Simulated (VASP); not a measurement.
# WC in VASP: notebook, part 2 of 2

VASP 6.6.1. Earlier steps stand in the parts before.

### 3 Relaxation of cell and atoms, HSE06

POSCAR reads:

```
WC
1.0
    0.0000000000      2.3021091000      2.3021091000
    2.3021091000      0.0000000000      2.3021091000
    2.3021091000      2.3021091000      0.0000000000
W C
1 1
Direct
    0.0000000000      0.0000000000      0.0000000000
    0.7500000000      0.7500000000      0.7500000000
```

INCAR.step1 reads:

```
SYSTEM = WC
PREC     = Accurate       ! precision mode
ENCUT    = 600            ! plane-wave cutoff, eV
EDIFF    = 1E-5           ! SCF threshold, eV
ISMEAR   = -1             ! smearing method
SIGMA    = 0.05           ! smearing width, eV
LREAL    = .FALSE.        ! projectors in reciprocal space
LASPH    = .TRUE.         ! aspherical terms in the spheres
NELM     = 60             ! most SCF steps
ALGO     = Normal         ! electronic algorithm
LWAVE    = .TRUE.         ! write WAVECAR
LCHARG   = .FALSE.        ! write CHGCAR
GGA      = PE             ! functional
NBANDS   = 16             ! bands
```

INCAR.step2 reads:

```
SYSTEM = WC
PREC     = Accurate       ! precision mode
ENCUT    = 600            ! plane-wave cutoff, eV
EDIFF    = 1E-6           ! SCF threshold, eV
ISMEAR   = -1             ! smearing method
SIGMA    = 0.05           ! smearing width, eV
LREAL    = .FALSE.        ! projectors in reciprocal space
LASPH    = .TRUE.         ! aspherical terms in the spheres
NELM     = 60             ! most SCF steps
ALGO     = Normal         ! electronic algorithm
ISIF     = 3              ! what is computed and relaxed
LWAVE    = .FALSE.        ! write WAVECAR
LCHARG   = .FALSE.        ! write CHGCAR
GGA      = PE             ! functional
LHFCALC  = .TRUE.         ! exact exchange
HFSCREEN = 0.2079         ! screening, 1/A
PRECFOCK = Normal       
IBRION   = 2              ! ionic algorithm
NSW      = 60             ! ionic steps
EDIFFG   = -0.01          ! ionic threshold
ISTART   = 1
```

KPOINTS reads:

```
regular mesh
0
G
  5 5 5
  0 0 0
```

Potentials or basis: VASP PAW PBE potentials, release 64 (W_sv, C).

Run with:

```
$ cat potpaw_PBE.64/W_sv/POTCAR potpaw_PBE.64/C/POTCAR > POTCAR
$ cp INCAR.step1 INCAR
$ mpirun -np 1 vasp_std > vasp.out
$ cp INCAR.step2 INCAR
$ mpirun -np 1 vasp_std > vasp.out
```

OUTCAR:

```text
SYSTEM = WC
   PREC = Accurate
   ENCUT = 600
   EDIFF = 1E-6
   ISMEAR = -1
   LREAL = .FALSE.
   LASPH = .TRUE.
   NELM = 60
   ISIF = 3
   GGA = PE
   LHFCALC = .TRUE.
   HFSCREEN = 0.2079
   PRECFOCK = Normal
   IBRION = 2
   NSW = 60
   EDIFFG = -0.01
   ISTART = 1

 ion  position               nearest neighbor table
   1  0.000  0.000  0.000-   2 1.99   2 1.99   2 1.99   2 1.99
   2  0.750  0.750  0.750-   1 1.99   1 1.99   1 1.99   1 1.99

  LATTYP: Found a face centered cubic cell.
 ALAT       =     4.6042182000

  Lattice vectors:

 A1 = (   0.0000000000,   2.3021091000,   2.3021091000)
 A2 = (   2.3021091000,   0.0000000000,   2.3021091000)
 A3 = (   2.3021091000,   2.3021091000,   0.0000000000)

Analysis of symmetry for initial positions (statically):
=====================================================================
 Subroutine PRICEL returns:
 Original cell was already a primitive cell.

 Routine SETGRP: Setting up the symmetry group for a
 face centered cubic supercell.

 Subroutine GETGRP returns: Found 24 space group operations
 (whereof 24 operations were pure point group operations)
 out of a pool of 48 trial point group operations.

The static configuration has the point symmetry T_d .

Analysis of symmetry for dynamics (positions and initial velocities):
=====================================================================
 Subroutine PRICEL returns:
 Original cell was already a primitive cell.

 Routine SETGRP: Setting up the symmetry group for a
 face centered cubic supercell.

 Subroutine GETGRP returns: Found 24 space group operations
 (whereof 24 operations were pure point group operations)
 out of a pool of 48 trial point group operations.

The dynamic configuration has the point symmetry T_d .

 Subroutine INISYM returns: Found 24 space group operations
 (whereof 24 operations are pure point group operations),
 and found     1 'primitive' translations

----------------------------------------------------------------------------------------

                                     Primitive cell

  volume of cell :      24.4010

  direct lattice vectors                    reciprocal lattice vectors
     0.000000000  2.302109100  2.302109100    -0.217192139  0.217192139  0.217192139
     2.302109100  0.000000000  2.302109100     0.217192139 -0.217192139  0.217192139
     2.302109100  2.302109100  0.000000000     0.217192139  0.217192139 -0.217192139

  length of vectors
     3.255673911  3.255673911  3.255673911     0.376187820  0.376187820  0.376187820

  position of ions in fractional coordinates (direct lattice)
     0.000000000  0.000000000  0.000000000
     0.750000000  0.750000000  0.750000000

  ion indices of the primitive-cell ions
   primitive index   ion index
                 1           1
                 2           2

----------------------------------------------------------------------------------------

 KPOINTS: regular mesh

Automatic generation of k-mesh.
 Grid dimensions read from file:
 generate k-points for:    5    5    5

 Generating k-lattice:

[... 37 lines left out ...]
   PREC   = accura    normal or accurate (medium, high low for compatibility)
   ISTART =      1    job   : 0-new  1-cont  2-samecut
   ICHARG =      0    charge: 1-file 2-atom 10-const
   ISPIN  =      1    spin polarized calculation?
   LNONCOLLINEAR =      F non collinear calculations
   LSORBIT =      F    spin-orbit coupling
   LASPH  =      T    aspherical Exc in radial PAW
   ENCUT  =  600.0 eV  44.10 Ry    6.64 a.u.   6.50  6.50  6.50*2*pi/ulx,y,z
   NELM   =     60;   NELMIN=  2; NELMDL=  0     # of ELM steps
   EDIFF  = 0.1E-05   stopping-criterion for ELM
   LREAL  =      F    real-space projection
   EDIFFG = -.1E-01   stopping-criterion for IOM
   NSW    =     60    number of steps for IOM
   IBRION =      2    ionic relax: 0-MD 1-quasi-New 2-CG
   NFREE  =      1    steps in history (QN), initial steepest desc. (CG)
   ISIF   =      3    stress and relaxation
   ISYM   =      3    0-nonsym 1-usesym 2-fastsym
   POTIM  = 0.5000    time-step for ionic-motion
   TEBEG  =    0.0;   TEEND  =   0.0 temperature during run
   PSTRESS=    0.0 pullay stress
   NELECT =      18.0000    total number of electrons
   NUPDOWN=      -1.0000    fix difference up-down
   EMIN   =  10.00;   EMAX   =-10.00  energy-range for DOS
   EFERMI =   0.00;   METHOD = LEGACY
   ISMEAR =    -1;   SIGMA  =   0.05  broadening in eV -4-tet -1-fermi 0-gaus
   EFERMI_NEDOS =   21; number of points for ismear=-14 and -15
   IALGO  =     38    algorithm
   IMIX   =      1    mixing-type and parameters
     AMIX     =   0.40;   BMIX     =  1.00
     AMIX_MAG =   1.60;   BMIX_MAG =  1.00
  volume/ion in A,a.u.               =      12.20        82.33
  Fermi-wavevector in a.u.,A,eV,Ry     =   1.479210  2.795301 29.770385  2.188062
  Thomas-Fermi vector in A             =   2.593396
   LORBIT       =      0    0 simple, 1 ext, 2 COOP (PROOUT), +10 PAW based schemes
   GGA     = PE    functional components
   LHFCALC =     T    Hartree Fock is set to
   PRECFOCK=normal    Normal, Fast or Accurate (Low or Medium for compatibility)
   ENCUT4O =  -1.0   cutoff for four orbital integrals eV
   NKREDX  =     1    reduce k-point grid by
   NKREDY  =     1    reduce k-point grid by
   NKREDZ  =     1    reduce k-point grid by
   AEXX    =    0.2500 exact exchange contribution
   HFSCREEN=    0.2079 screening length (either q_TF or 0.3 A-1)
   HFSCREENC=   0.2079 screening length for correlation (either q_TF or 0.3 A-1)
   ENCUTFOCK=  -1.0 apply spherical cutoff to Coloumb kernel
   IVDW    =     0    specifies the selected vdW correction
   LEPSILON=     F    determine dielectric tensor
   LRPA    =     F    only Hartree local field effects (RPA)
 conjugate gradient relaxation of ions
 non-spin polarized calculation
  energy-cutoff  :      600.00
  volume of cell :       24.40
 maximum number of plane-waves:       869
 NGX is ok and might be reduce to    28
  NGX = 20; NGY = 20; NGZ = 20

--------------------------------------- Ionic step        1  -------------------------------------------

 number of electron      17.9999998 magnetization

 Free energy of the ion-electron system (eV)
  ---------------------------------------------------
  ext. energy  EPLUGINS =         0.00000000
  ---------------------------------------------------
  free energy    TOTEN  =       -24.29896017 eV

  energy without entropy =      -24.29733101  energy(sigma->0) =      -24.29814559

------------------------ aborting loop because EDIFF is reached ----------------------------------------

  FORCE on cell =-STRESS in cart. coord.  units (eV):
  Direction    XX          YY          ZZ          XY          YZ          ZX
  --------------------------------------------------------------------------------------
  -------------------------------------------------------------------------------------
  Total        1.7634717      1.7634717      1.7634717      0.0000000     -0.0000000      0.0000000
  in kB      115.7900847    115.7900847    115.7900847      0.0000000     -0.0000000      0.0000000
  external PRESSURE =     115.7900847 kB  Pullay stress =       0.0000000 kB
[... 23 lines left out ...]
--------------------------------------- Ionic step        2  -------------------------------------------

 number of electron      17.9999999 magnetization

 E-fermi :   8.0084     XC(G=0):  -9.8511

 val. band max:        7.9873760339   @ k =   0.0000   0.0000   0.0000
 cond. band min:       8.3355822621   @ k =  -0.4000   0.4000   0.2000
 fundamental gap:      0.3482062282
 Fermi energy:         8.0084085353

 k-point     1 :       0.0000    0.0000    0.0000
  band No.  band energies     occupation
      1     -71.1616      2.00000
      2     -33.7657      2.00000
      3     -33.7657      2.00000
      4     -33.7657      2.00000
      5      -7.1024      2.00000
      6       1.8444      2.00000
      7       1.8444      2.00000
      8       1.8444      2.00000
      9       7.9874      1.20731
     10       7.9874      1.20728
     11      10.9581      0.00000
     12      16.0111      0.00000
     13      16.0111      0.00000
[... 213 lines left out ...]
--------------------------------------- Ionic step        4  -------------------------------------------

 number of electron      18.0000000 magnetization

 Free energy of the ion-electron system (eV)
  ---------------------------------------------------
  ext. energy  EPLUGINS =         0.00000000
  ---------------------------------------------------
  free energy    TOTEN  =       -24.33115707 eV

  energy without entropy =      -24.32933123  energy(sigma->0) =      -24.33024415

 E-fermi :   9.0825     XC(G=0): -10.2008

 val. band max:        9.0712337096   @ k =   0.0000   0.0000   0.0000
 cond. band min:       9.4623009310   @ k =  -0.4000   0.2000   0.0000
 fundamental gap:      0.3910672214
 Fermi energy:         9.0825201532

 k-point     1 :       0.0000    0.0000    0.0000
  band No.  band energies     occupation
      1     -69.9440      2.00000
      2     -32.5803      2.00000
      3     -32.5803      2.00000
      4     -32.5803      2.00000
      5      -6.6584      2.00000
      6       2.3739      2.00000
      7       2.3739      2.00000
      8       2.3739      2.00000
      9       9.0712      1.11246
     10       9.0712      1.11239
     11      12.3129      0.00000
     12      17.6218      0.00000
     13      17.6218      0.00000
[... 171 lines left out ...]
  FREE ENERGIE OF THE ION-ELECTRON SYSTEM (eV)
  ---------------------------------------------------
  free  energy   TOTEN  =       -24.3311570733 eV

  energy  without entropy=      -24.3293312304  energy(sigma->0) =      -24.33024415

 reached required accuracy - stopping structural energy minimisation
```

Run time: 69 min. Hardware: 1 thread of AMD EPYC 7R43 (Zen 3), shared host; peak memory 0.22 GiB.

What came out:

```yaml
Free_energy: -24.3312 eV
Relaxed_volume: 12.66 Å³/atom
Relaxed_cell: a = 3.296 Å, b = 3.296 Å, c = 3.296 Å, α = 60.00°, β = 60.00°, γ = 60.00°
Space_group_after_relaxing_to_0.05_Å: F-43m (No. 216)
Energy_gained_by_relaxing: 16.1 meV/atom
Ionic_steps: 4
Pressure_after_relaxing: -0.1 GPa
Band_gap_on_the_k_mesh: zero (band 9 reaches 9.79 eV, above the bottom of band 10 at 8.84 eV)
```

Step by step:
```csv
step,energy change (eV),largest force (eV/Å),pressure (GPa),volume (Å³)
1,0.0000,0.0000,11.58,24.40
2,0.1346,0.0000,-21.26,27.65
3,-0.0322,0.0000,-0.36,25.35
4,-0.0322,0.0000,-0.05,25.32
```

Final structure:
```
CELL_PARAMETERS angstrom
0.00000 2.33067 2.33067
2.33067 0.00000 2.33067
2.33067 2.33067 0.00000
ATOMIC_POSITIONS crystal
W 0.00000 0.00000 0.00000
C 0.75000 0.75000 0.75000
```

Caveat: the k points lie up to 0.47 Å⁻¹ apart in the final cell; the PAW data sets were made with another functional, which shifts forces and pressure a little; spin-orbit coupling is left out, which moves the levels of the heavy elements.

### 4 Single point, r2SCAN

POSCAR reads:

```
WC
1.0
    0.0000000000      2.3021091000      2.3021091000
    2.3021091000      0.0000000000      2.3021091000
    2.3021091000      2.3021091000      0.0000000000
W C
1 1
Direct
   -0.0200050000     -0.0053940000      0.0089470000
    0.7474570000      0.7627780000      0.7477320000
```

INCAR.step1 reads:

```
SYSTEM = WC
PREC = Accurate
ENCUT = 520
ISMEAR = 0
SIGMA = 0.05
LREAL = .False.
LASPH = .True.
NELM = 60
NBANDS = 16
GGA = PE
ALGO = Normal
EDIFF = 1E-4
LWAVE = .True.
LCHARG = .False.
```

INCAR.step2 reads:

```
SYSTEM = WC
PREC = Accurate
ENCUT = 520
EDIFF = 1E-7
ISMEAR = 0
SIGMA = 0.05
LREAL = .False.
LASPH = .True.
NELM = 60
ALGO = Normal
ISIF = 2
LWAVE = .False.
LCHARG = .False.
METAGGA = R2SCAN
LMIXTAU = .True.
NBANDS = 16
ISTART = 1
```

KPOINTS reads:

```
regular mesh
0
Gamma
  7 7 7
  0 0 0
```

Run with:

```
$ cat potpaw_PBE.64/W_sv/POTCAR potpaw_PBE.64/C/POTCAR > POTCAR
$ cp INCAR.step1 INCAR
$ mpirun -np 1 vasp_std > vasp.out
$ cp INCAR.step2 INCAR
$ mpirun -np 1 vasp_std > vasp.out
```

It took 56 s on 1 thread of Intel Xeon 6975P-C (Granite Rapids), shared host; peak memory 0.19 GiB.

The run converged. Its results:

| Property | Result |
| --- | --- |
| Free energy | -60.1422 eV |
| Pressure | 17.2 GPa |
| Largest force | 1.554 eV/Å |
| Band gap on the k mesh | zero (band 9 reaches 10.21 eV, above the bottom of band 10 at 9.24 eV) |

Forces on the atoms (eV/Å):
```
W    0.320  0.294  1.492
C   -0.320 -0.294 -1.492
```

Stress tensor (GPa, compression positive):
```
17.79 11.85  2.33
11.85 17.78  2.55
 2.33  2.55 16.06
```

Levels at points of the mesh, in eV from the Fermi level:
| k point | band 6 | band 7 | band 8 | band 9 | band 10 | band 11 | band 12 | band 13 |
| --- | --- | --- | --- | --- | --- | --- | --- | --- |
| (0.00, 0.00, 0.00) | -6.52 | -6.35 | -6.14 | 0.04 | 0.04 | 3.01 | 7.62 | 8.44 |

Caveat: the PAW data sets were made with another functional, which shifts forces and pressure a little; spin-orbit coupling is left out, which moves the levels of the heavy elements.

### 5 Single point, r2SCAN

POSCAR is that of step 4.

INCAR.step1 reads:

```
ALGO = Normal
EDIFF = 1E-4
ENCUT = 520
GGA = PE
ISMEAR = 0
LASPH = True
LCHARG = False
LREAL = False
LWAVE = True
NBANDS = 16
NELM = 60
PREC = Accurate
SIGMA = 0.025
```

INCAR.step2 reads:

```
ALGO = Normal
EDIFF = 1E-6
ENCUT = 520
ISIF = 2
ISMEAR = 0
ISTART = 1
LASPH = True
LCHARG = False
LMIXTAU = True
LREAL = False
LWAVE = False
METAGGA = R2SCAN
NBANDS = 16
NELM = 60
PREC = Accurate
SIGMA = 0.025
```

KPOINTS reads:

```
k-points
0
Gamma
  7 7 7
```

Run with:

```
$ cat potpaw_PBE.64/W_sv/POTCAR potpaw_PBE.64/C/POTCAR > POTCAR
$ cp INCAR.step1 INCAR
$ mpirun -np 1 vasp_std > vasp.out
$ cp INCAR.step2 INCAR
$ mpirun -np 1 vasp_std > vasp.out
```

It took 57 s on 1 thread of Intel Xeon 6975P-C (Granite Rapids), shared host; peak memory 0.19 GiB.

The run converged. Its results:

- Free energy: -60.1420 eV
- Pressure: 17.2 GPa
- Largest force: 1.560 eV/Å
- Band gap on the k mesh: zero (band 9 reaches 10.21 eV, above the bottom of band 10 at 9.24 eV)

Forces on the atoms (eV/Å):
```
W    0.320  0.295  1.498
C   -0.320 -0.295 -1.498
```

Stress tensor (GPa, compression positive):
```
17.83 11.80  2.34
11.80 17.81  2.56
 2.34  2.56 15.98
```

Levels at points of the mesh, in eV from the Fermi level:
```csv
k point,band 7,band 8,band 9,band 10,band 11,band 12
"(0.00, 0.00, 0.00)",-6.36,-6.15,0.03,0.03,3.00,7.61
```

Caveat: the PAW data sets were made with another functional, which shifts forces and pressure a little; spin-orbit coupling is left out, which moves the levels of the heavy elements.

### 6 Summary

| task | level | cell | k mesh | cutoff (eV) | smearing | grid for exact exchange (PRECFOCK) | screening parameter | gap on the mesh (eV) | pressure (GPa) | largest force (eV/Å) |
| --- | --- | --- | --- | --- | --- | --- | --- | --- | --- | --- |
| single point | PBE | as given | 10 × 10 × 10 | 520 | fermi-dirac 0.05 eV | - | - | none | 18.9 | - |
| relaxation of cell and atoms | HSE06 | relaxed | 5 × 5 × 5 | 600 | fermi-dirac 0.05 eV | Normal | 0.2079 1/Å | none | -0.1 | - |
| single point | r2SCAN | as given | 7 × 7 × 7 | 520 | gaussian 0.05 eV | - | - | none | 17.2 | 1.55 |
| single point | r2SCAN | as given | 7 × 7 × 7 | 520 | gaussian 0.025 eV | - | - | none | 17.2 | 1.56 |

Some of these runs hold the atoms at other places in the same cell, which the table doesn't show; runs alike in all that it shows share one row.

Alike in all rows: potentials or basis VASP PAW PBE potentials, release 64 (W_sv, C); no spin polarisation.

Caveats: some runs use coarse meshes; spin-orbit coupling is left out, which moves the levels of the heavy elements; the PAW data sets were made with another functional, which shifts forces and pressure a little (some runs).

Absolute energies hang on the potentials; compare differences alone.
